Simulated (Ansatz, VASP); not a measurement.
Ge in VASP and in Ansatz

```
Ge
1.0
    -2.44495    2.59675    1.40761
     2.44495   -2.59675    1.40761
     2.44495    2.59675   -1.40761
Ge
2
Direct
  0.31406 0.06406 0.25000
  0.68594 0.93594 0.75000
```

Change from the starting cell: volume scaled by 0.94.

Alike in both runs: task single point; functional LDA; k mesh 11 × 11 × 11; occupations fermi-dirac, width 0.05 eV; no spin polarisation.

```csv
,VASP,Ansatz
version,VASP 6.6.1,Ansatz 0.2.0
potentials or method,"VASP PAW LDA potentials, release 64 (Ge_d), cutoff 520 eV","all-electron LAPW, scalar-relativistic"
```

|  | VASP | Ansatz | Ansatz less VASP |
| --- | --- | --- | --- |
| gap on the k mesh at the Fermi level (eV) | none | none | - |
| pressure (GPa) | 0.4 | 0.4 | -0.01 |
| traceless stress, the component that is largest in VASP (GPa) | 1.30 | 1.31 | +0.011 |
| rms of the force components (eV/Å) | 0.036 | 0.036 | -0.0004 |

LDA's correlation is that of Perdew and Zunger in VASP and of Perdew and Wang (1992) in Ansatz. Atom by atom the forces differ by 0.000 eV/Å (rms over components). A gap of «none» marks a metal or a gap that the smearing closes. Ansatz ran all-electron here, and VASP with PAW potentials.
